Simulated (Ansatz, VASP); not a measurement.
**One calculation of Be2I, two programs**

INCAR

```
ALGO     = Normal         # electronic algorithm
EDIFF    = 1E-7           # SCF threshold, eV
EDIFFG   = -0.04          # ionic threshold
ENCUT    = 600            # plane-wave cutoff, eV
GGA      = PE             # functional
GGA_COMPAT= False        
IBRION   = 2              # ionic algorithm
ISIF     = 3              # what is computed and relaxed
ISMEAR   = 0              # smearing method
LASPH    = True           # aspherical terms in the spheres
LCHARG   = False          # write CHGCAR
LREAL    = False          # projectors in reciprocal space
LWAVE    = False          # write WAVECAR
NELM     = 120            # most SCF steps
NELMIN   = 4            
NSW      = 90             # ionic steps
PREC     = Accurate       # precision mode
SIGMA    = 0.1            # smearing width, eV
```

KPOINTS

```
k-points
0
Gamma
  4 4 4
```

Contents of POSCAR:

```
Be2I
1.0
    3.9600084200      0.0000000000      0.0000000000
    0.0000000000      3.9600084200      0.0000000000
    0.0000000000      0.0000000000      5.6002976100
Be I
2 1
Direct
    0.5000000000      0.0000000000      0.7500000000
    0.0000000000      0.5000000000      0.2500000000
    0.0000000000      0.0000000000      0.0000000000
```

Input for Ansatz:

```yaml
crystal:
  lattice:
    - [3.96000842, 0.0, 0.0]
    - [0.0, 3.96000842, 0.0]
    - [0.0, 0.0, 5.60029761]
  atoms:
    - { symbol: Be, position: [0.5, 0.0, 0.75] }
    - { symbol: Be, position: [0.0, 0.5, 0.25] }
    - { symbol: I, position: [0.0, 0.0, 0.0] }
basis:
  ecutwfc: 420
kpoints:
  mp_grid: { grid: [4, 4, 4] }
hamiltonian:
  xc: pbe
scf:
  occupations: { method: gaussian, width: 0.1 }
  lower_state_search: "off"
output:
  forces: true
  stress: true
  eigenvalues: true
relax:
  adjacent_minimum: "off"
  f_tol: 0.04
  max_steps: 70
  cell: { stress_tol: 0.4 }
```

Change from the starting cell: ordered vacancies on the anion sites of zinc blende (P-4m2, No. 115).

Alike in both runs: task relaxation of cell and atoms; functional PBE; k mesh 4 × 4 × 4; occupations gaussian, width 0.1 eV; no spin polarisation.

```csv
,VASP,Ansatz
version,VASP 6.6.1,Ansatz 0.2.0
potentials or method,"VASP PAW PBE potentials, release 64 (Be, I), cutoff 600 eV","scalar-relativistic, plane waves, PAW"
valence electrons in the cell,11,21
```

```csv
,VASP,Ansatz,Ansatz less VASP
"gap on the k mesh at the Fermi level, each at its own relaxed structure (eV)",none,none,-
relaxed volume (Å³/atom),18.51,19.12,+0.604
relaxed length of the cell vector where the two differ most in proportion (Å),4.606,4.875,+0.2692
```

A gap of «none» marks a metal or a gap that the smearing closes. One of these differences is far larger than is usual between the two programs; its cause wasn't traced. VASP's potentials hold 11 valence electrons a cell and Ansatz's 21, so a difference there can come from the potentials and not from the codes.

The k mesh is coarse, so the values compare programs but aren't converged. Spin-orbit coupling is off throughout. Noted on VASP's run: the volume moved by over 15 % at a fixed basis, so the end points are rough.
